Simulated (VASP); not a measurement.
# Os (Im-3m) in VASP: notebook

The runs below take Os through single point, relaxation of cell and atoms, with PBEsol.

All numbers are computed with VASP 6.6.1; they aren't measurements. Logs are shortened: lines on timing, memory, paths and dates and some standing lists are left out, and cuts for length are marked.

### Step 1. The cell of the first run

The structure is cubic, space group Im-3m (No. 229). The conventional cell has a = 3.142 Å, b = 3.142 Å, c = 3.142 Å, α = 90.00°, β = 90.00°, γ = 90.00°. Within 3.6 Å of Os (site symmetry m-3m) lie 14 Os at 2.72 to 3.14 Å.

### Step 2. Single point, PBEsol (volume scaled by 1.08)

Contents of INCAR:

```
SYSTEM = Os
ALGO     = Normal         ! electronic algorithm
EDIFF    = 1E-7           ! SCF threshold, eV
ENCUT    = 520            ! plane-wave cutoff, eV
GGA      = PS             ! functional
ISIF     = 2              ! what is computed and relaxed
ISMEAR   = -1             ! smearing method
LASPH    = .TRUE.         ! aspherical terms in the spheres
LCHARG   = .FALSE.        ! write CHGCAR
LREAL    = .FALSE.        ! projectors in reciprocal space
LWAVE    = .FALSE.        ! write WAVECAR
NBANDS   = 10             ! bands
NELM     = 80             ! most SCF steps
PREC     = Accurate       ! precision mode
SIGMA    = 0.1            ! smearing width, eV
```

Contents of KPOINTS:

```
k-points
0
G
  16 16 16
  0 0 0
```

Contents of POSCAR:

```
Os
1.0
   -1.5711474259      1.5711474259      1.5711474259
    1.5711474259     -1.5711474259      1.5711474259
    1.5711474259      1.5711474259     -1.5711474259
Os
1
Direct
    0.0000000000      0.0000000000      0.0000000000
```

Potentials or basis: VASP PAW PBE potentials, release 64 (Os).

The run is started by

```console
$ cat potpaw_PBE.64/Os/POTCAR > POTCAR
$ mpirun -np 1 vasp_std > vasp.out
```

OUTCAR:

```text
SYSTEM = Os
   EDIFF = 1E-7
   ENCUT = 520
   GGA = PS
   ISIF = 2
   ISMEAR = -1
   LASPH = .TRUE.
   LREAL = .FALSE.
   NELM = 80
   PREC = Accurate

 ion  position               nearest neighbor table
   1  0.000  0.000  0.000-

  LATTYP: Found a body centered cubic cell.
 ALAT       =     3.1422948518

  Lattice vectors:

 A1 = (  -1.5711474259,   1.5711474259,   1.5711474259)
 A2 = (   1.5711474259,  -1.5711474259,   1.5711474259)
 A3 = (   1.5711474259,   1.5711474259,  -1.5711474259)

Analysis of symmetry for initial positions (statically):
=====================================================================
 Subroutine PRICEL returns:
 Original cell was already a primitive cell.

 Routine SETGRP: Setting up the symmetry group for a
 body centered cubic supercell.

 Subroutine GETGRP returns: Found 48 space group operations
 (whereof 48 operations were pure point group operations)
 out of a pool of 48 trial point group operations.

The static configuration has the point symmetry O_h .

Analysis of symmetry for dynamics (positions and initial velocities):
=====================================================================
 Subroutine PRICEL returns:
 Original cell was already a primitive cell.

 Routine SETGRP: Setting up the symmetry group for a
 body centered cubic supercell.

 Subroutine GETGRP returns: Found 48 space group operations
 (whereof 48 operations were pure point group operations)
 out of a pool of 48 trial point group operations.

The dynamic configuration has the point symmetry O_h .

 Subroutine INISYM returns: Found 48 space group operations
 (whereof 48 operations are pure point group operations),
 and found     1 'primitive' translations

----------------------------------------------------------------------------------------

                                     Primitive cell

  volume of cell :      15.5135

  direct lattice vectors                    reciprocal lattice vectors
    -1.571147426  1.571147426  1.571147426     0.000000000  0.318238755  0.318238755
     1.571147426 -1.571147426  1.571147426     0.318238755  0.000000000  0.318238755
     1.571147426  1.571147426 -1.571147426     0.318238755  0.318238755  0.000000000

  length of vectors
     2.721307168  2.721307168  2.721307168     0.450057563  0.450057563  0.450057563

  position of ions in fractional coordinates (direct lattice)
     0.000000000  0.000000000  0.000000000

  ion indices of the primitive-cell ions
   primitive index   ion index
                 1           1

----------------------------------------------------------------------------------------

 KPOINTS: k-points

Automatic generation of k-mesh.
 Grid dimensions read from file:
 generate k-points for:   16   16   16

 Generating k-lattice:

  Cartesian coordinates                     Fractional coordinates (reciprocal lattice)
     0.000000000  0.019889922  0.019889922     0.062500000  0.000000000  0.000000000
     0.019889922  0.000000000  0.019889922     0.000000000  0.062500000  0.000000000
     0.019889922  0.019889922  0.000000000     0.000000000  0.000000000  0.062500000

  Length of vectors
     0.028128598  0.028128598  0.028128598

  Shift w.r.t. Gamma in fractional coordinates (k-lattice)
     0.000000000  0.000000000  0.000000000

 Subroutine IBZKPT returns following result:
 ===========================================

 Found    145 irreducible k-points:

 Following reciprocal coordinates:
            Coordinates               Weight
  0.000000  0.000000  0.000000      1.000000
  0.062500  0.000000  0.000000     12.000000
  0.125000  0.000000  0.000000     12.000000
  0.187500  0.000000  0.000000     12.000000
  0.250000  0.000000  0.000000     12.000000
  0.312500  0.000000  0.000000     12.000000
[... 16 lines left out ...]
  0.187500  0.187500  0.000000     24.000000
  0.250000  0.187500  0.000000     48.000000
 [... further k-points ...]
   k-points           NKPTS =    145   k-points in BZ     NKDIM =    145   number of bands    NBANDS=     10
   number of dos      NEDOS =    301   number of ions     NIONS =      1
   total plane-waves  NPLWV =   8000
   dimension x,y,z NGX =    20 NGY =   20 NGZ =   20
   dimension x,y,z NGXF=    40 NGYF=   40 NGZF=   40
   ions per type =               1
   NGX,Y,Z   is equivalent  to a cutoff of  12.22, 12.22, 12.22 a.u.
   NGXF,Y,Z  is equivalent  to a cutoff of  24.44, 24.44, 24.44 a.u.
 SYSTEM =  Os
   PREC   = accura    normal or accurate (medium, high low for compatibility)
   ISTART =      0    job   : 0-new  1-cont  2-samecut
   ICHARG =      2    charge: 1-file 2-atom 10-const
   ISPIN  =      1    spin polarized calculation?
   LNONCOLLINEAR =      F non collinear calculations
   LSORBIT =      F    spin-orbit coupling
   LASPH  =      T    aspherical Exc in radial PAW
   ENCUT  =  520.0 eV  38.22 Ry    6.18 a.u.   5.06  5.06  5.06*2*pi/ulx,y,z
   NELM   =     80;   NELMIN=  2; NELMDL= -5     # of ELM steps
   EDIFF  = 0.1E-06   stopping-criterion for ELM
   LREAL  =      F    real-space projection
   EDIFFG = 0.1E-05   stopping-criterion for IOM
   NSW    =      0    number of steps for IOM
   IBRION =     -1    ionic relax: 0-MD 1-quasi-New 2-CG
   NFREE  =      0    steps in history (QN), initial steepest desc. (CG)
   ISIF   =      2    stress and relaxation
   ISYM   =      2    0-nonsym 1-usesym 2-fastsym
   POTIM  = 0.5000    time-step for ionic-motion
   TEBEG  =    0.0;   TEEND  =   0.0 temperature during run
   PSTRESS=    0.0 pullay stress
   NELECT =       8.0000    total number of electrons
   NUPDOWN=      -1.0000    fix difference up-down
   EMIN   =  10.00;   EMAX   =-10.00  energy-range for DOS
   EFERMI =   0.00;   METHOD = LEGACY
   ISMEAR =    -1;   SIGMA  =   0.10  broadening in eV -4-tet -1-fermi 0-gaus
   EFERMI_NEDOS =   21; number of points for ismear=-14 and -15
   IALGO  =     38    algorithm
   IMIX   =      4    mixing-type and parameters
     AMIX     =   0.40;   BMIX     =  1.00
     AMIX_MAG =   1.60;   BMIX_MAG =  1.00
  volume/ion in A,a.u.               =      15.51       104.69
  Fermi-wavevector in a.u.,A,eV,Ry     =   1.312808  2.480847 23.449164  1.723465
  Thomas-Fermi vector in A             =   2.443175
   LORBIT       =      0    0 simple, 1 ext, 2 COOP (PROOUT), +10 PAW based schemes
   GGA     = PS    functional components
   LHFCALC =     F    Hartree Fock is set to
   AEXX    =    0.0000 exact exchange contribution
   IVDW    =     0    specifies the selected vdW correction
   LEPSILON=     F    determine dielectric tensor
   LRPA    =     F    only Hartree local field effects (RPA)
 non-spin polarized calculation
  energy-cutoff  :      520.00
  volume of cell :       15.51
 maximum number of plane-waves:       430
   NGX = 11   NGY = 11   NGZ = 11

 number of electron       8.0000000 magnetization

 Free energy of the ion-electron system (eV)
  ---------------------------------------------------
  ext. energy  EPLUGINS =         0.00000000
  ---------------------------------------------------
  free energy    TOTEN  =       -11.24592698 eV

  energy without entropy =      -11.19032488  energy(sigma->0) =      -11.21812593

 E-fermi :   8.0745     XC(G=0): -13.5567

 val. band max:        8.0517712609   @ k =   0.1875   0.1250   0.0000
 cond. band min:       8.0819730742   @ k =  -0.3125   0.3125   0.2500
 fundamental gap:      0.0302018133
 Fermi energy:         8.0745332535

 k-point     1 :       0.0000    0.0000    0.0000
  band No.  band energies     occupation
      1      -2.2540      2.00000
      2       5.0268      2.00000
      3       5.0268      2.00000
      4       5.0268      2.00000
      5       8.0110      1.30752
      6       8.0110      1.30752
      7      24.2231      0.00000
      8      24.2231      0.00000
      9      24.2231      0.00000
     10      35.1576      0.00000

 k-point     2 :       0.0625    0.0000    0.0000
  band No.  band energies     occupation
      1      -2.0806      2.00000
      2       4.9413      2.00000
      3       5.0181      2.00000
      4       5.1846      2.00000
      5       7.8911      1.72447
      6       8.0166      1.28164
      7      24.3358      0.00000
      8      24.5005      0.00000
      9      24.5043      0.00000
     10      33.2843      0.00000

 k-point     3 :       0.1250    0.0000    0.0000
  band No.  band energies     occupation
      1      -1.5809      2.00000
      2       4.7058      2.00000
      3       4.9677      2.00000
      4       5.6501      2.00000
      5       7.6360      1.97540
      6       8.0384      1.17895
      7      24.5418      0.00000
      8      25.0690      0.00000
      9      25.3217      0.00000
     10      31.3245      0.00000

 k-point     4 :       0.1875    0.0000    0.0000
  band No.  band energies     occupation
      1      -0.8269      2.00000
      2       4.3737      2.00000
      3       4.8504      2.00000
      4       6.3987      2.00000
      5       7.4625      1.99561
      6       8.0871      0.93709
      7      24.3958      0.00000
      8      24.9836      0.00000
      9      26.6050      0.00000
     10      30.3872      0.00000
[... 222 lines left out ...]
 k-point    22 :       0.4375    0.1250    0.0000
  band No.  band energies     occupation
      1       1.4217      2.00000
      2       3.2910      2.00000
      3       6.3756      2.00000
      4       7.7637      1.91448
      5       9.0529      0.00011
      6      12.2489      0.00000
      7      15.7420      0.00000
      8      20.8273      0.00000
      9      23.3936      0.00000
     10      31.6938      0.00000

 k-point    23 :       0.1875    0.1875    0.0000
  band No.  band energies     occupation
      1       1.2352      2.00000
      2       3.8901      2.00000
      3       4.1344      2.00000
      4       7.2729      1.99934
      5       8.5051      0.02662
      6       9.3556      0.00001
      7      21.1633      0.00000
      8      23.4103      0.00000
      9      25.7045      0.00000
     10      27.8954      0.00000

 k-point    24 :       0.2500    0.1875    0.0000
  band No.  band energies     occupation
      1       1.7707      2.00000
      2       3.6452      2.00000
      3       4.4030      2.00000
      4       7.4663      1.99545
      5       8.5833      0.01227
      6      10.7637      0.00000
      7      19.1255      0.00000
      8      22.2115      0.00000
      9      24.6210      0.00000
     10      28.8769      0.00000

 [... further k-points ...]
[... 5 lines left out ...]
  --------------------------------------------------------------------------------------
  -------------------------------------------------------------------------------------
  Total       -2.3635540     -2.3635540     -2.3635540     -0.0000000      0.0000000      0.0000000
  in kB     -244.0986144   -244.0986144   -244.0986144     -0.0000000      0.0000000      0.0000000
  external PRESSURE =    -244.0986144 kB  Pullay stress =       0.0000000 kB

 VOLUME and BASIS-vectors are now :
 -----------------------------------------------------------------------------
  energy-cutoff  :      520.00
  volume of cell :       15.51
      direct lattice vectors                 reciprocal lattice vectors
    -1.571147426  1.571147426  1.571147426     0.000000000  0.318238755  0.318238755
     1.571147426 -1.571147426  1.571147426     0.318238755  0.000000000  0.318238755
     1.571147426  1.571147426 -1.571147426     0.318238755  0.318238755  0.000000000

 POSITION                                       TOTAL-FORCE (eV/Angst)
 -----------------------------------------------------------------------------------
      0.00000      0.00000      0.00000         0.000000     -0.000000      0.000000
 -----------------------------------------------------------------------------------
    total drift:                                0.000000     -0.000000      0.000000

  FREE ENERGIE OF THE ION-ELECTRON SYSTEM (eV)
  ---------------------------------------------------
  free  energy   TOTEN  =       -11.2459269762 eV

  energy  without entropy=      -11.1903248777  energy(sigma->0) =      -11.21812593
```

Wall time 17 s (1 thread of AMD EPYC 7R43 (Zen 3), shared host); peak memory 0.11 GiB.

What came out:

```
Free energy            : -11.2459 eV
Pressure               : -24.4 GPa
Band gap on the k mesh : zero (band 4 reaches 10.23 eV, above the bottom of band 5 at 6.24 eV)
```

Caveat: the PAW data sets were made with another functional, which shifts forces and pressure a little; spin-orbit coupling is left out, which moves the levels of the heavy elements.

### Step 3. Single point, PBEsol (volume scaled by 1.12)

Contents of INCAR:

```
SYSTEM = Os
  ALGO = Normal
  EDIFF = 1E-6
  ENCUT = 520
  GGA = PS
  ISIF = 2
  ISMEAR = -1
  LASPH = .True.
  LCHARG = .False.
  LREAL = .False.
  LWAVE = .False.
  NBANDS = 10
  NELM = 100
  PREC = Accurate
  SIGMA = 0.1
```

Contents of KPOINTS:

```
k-points
0
Gamma
  16 16 16
  0 0 0
```

Contents of POSCAR:

```
Os
1.0
   -1.5903096489      1.5903096489      1.5903096489
    1.5903096489     -1.5903096489      1.5903096489
    1.5903096489      1.5903096489     -1.5903096489
Os
1
Direct
    0.0000000000      0.0000000000      0.0000000000
```

Potentials or basis: VASP PAW PBE potentials, release 64 (Os).

The run is started by

```console
$ cat potpaw_PBE.64/Os/POTCAR > POTCAR
$ mpirun -np 1 vasp_std > vasp.out
```

Wall time 16 s (1 thread of AMD EPYC 7R43 (Zen 3), shared host); peak memory 0.11 GiB.

Results (log left out):

* Free energy: -11.1426 eV
* Pressure: -33.1 GPa
* Band gap on the k mesh: zero (band 4 reaches 9.59 eV, above the bottom of band 5 at 5.84 eV)

Levels at points of the mesh, in eV from the Fermi level:
```csv
k point,band 1,band 2,band 3,band 4,band 5,band 6,band 7,band 8,band 9
"(0.00, 0.00, 0.00)",-9.99,-2.89,-2.89,-2.89,-0.05,-0.05,16.11,16.11,16.11
"(0.50, 0.00, 0.00)",-6.78,-4.65,-0.21,-0.15,0.45,2.71,7.66,12.32,15.81
"(0.50, 0.50, 0.50)",-6.28,-6.28,2.03,2.03,2.03,7.36,7.36,7.36,13.51
```

Caveat: the PAW data sets were made with another functional, which shifts forces and pressure a little; spin-orbit coupling is left out, which moves the levels of the heavy elements.

[end of part 1 of 2]
